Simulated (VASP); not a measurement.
Runs of VASP 6.6.1 on Ge. The structure is that of space group I4_1/amd (No. 141), or close to it. The cells are those of the table. 

| task | level | cell | cutoff (eV) | gap on the mesh (eV) | pressure (GPa) | relaxed volume (Å³/atom) |
| --- | --- | --- | --- | --- | --- | --- |
| relaxation of cell and atoms | PBEsol | relaxed from a = 3.900 Å, angles 97.4, 97.4, 138.0°, 2 atoms | 600 | none | 0.0 | 18.36 |
| relaxation of cell and atoms | PBEsol+D3(BJ) | relaxed from a = 3.900 Å, angles 97.4, 97.4, 138.0°, 2 atoms | 600 | none | 0.0 | (a) |
| single point | PBEsol+D3(BJ) | a = 3.835 Å, angles 97.4, 97.4, 137.8°, 2 atoms | 520 | none | 0.0 | - |
| single point | PBEsol | a = 3.882 Å, angles 97.5, 97.5, 137.7°, 2 atoms | 520 | none | -0.1 | - |
| single point | BLYP+D3(BJ) | a = 3.933 Å, angles 97.6, 97.6, 137.5°, 2 atoms | 520 | none | 0.0 | - |

Alike in all rows: potentials or basis VASP PAW PBE potentials, release 64 (Ge_d); no spin polarisation; k mesh 12 × 12 × 12, shifted; smearing gaussian 0.1 eV.

Estimate the missing entries.

(a) 17.69.

Caveats: the PAW data sets were made with another functional, which shifts forces and pressure a little.

A k mesh can miss the band edges, and the runs leave out spin-orbit coupling on Ge.

A gap of «none» marks levels without a gap at the run's occupations.
